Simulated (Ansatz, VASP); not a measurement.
# One calculation of Se, two programs

```
Se
1.0
    -1.76421    1.76421    1.76421
     1.76421   -1.76421    1.76421
     1.76421    1.76421   -1.76421
Se
1
Direct
  0.00000 0.00000 0.00000
```

Alike in both runs: task single point; functional PBE; k mesh 14 × 14 × 14; occupations fermi-dirac, width 0.1 eV; no spin polarisation.

```csv
,VASP,Ansatz
version,VASP 6.6.1,Ansatz 0.2.0
potentials or method,"VASP PAW PBE potentials, release 64 (Se), cutoff 520 eV","plane waves (420 eV) with PAW, scalar-relativistic"
valence electrons in the cell,6,16
```

|  | VASP | Ansatz | Ansatz less VASP |
| --- | --- | --- | --- |
| pressure (GPa) | -4.4 | -4.4 | -0.01 |

With one functional, cell and mesh, what is left measures potentials, basis and numerics. VASP's potentials hold 6 valence electrons a cell and Ansatz's 16, so a difference there can come from the potentials and not from the codes.
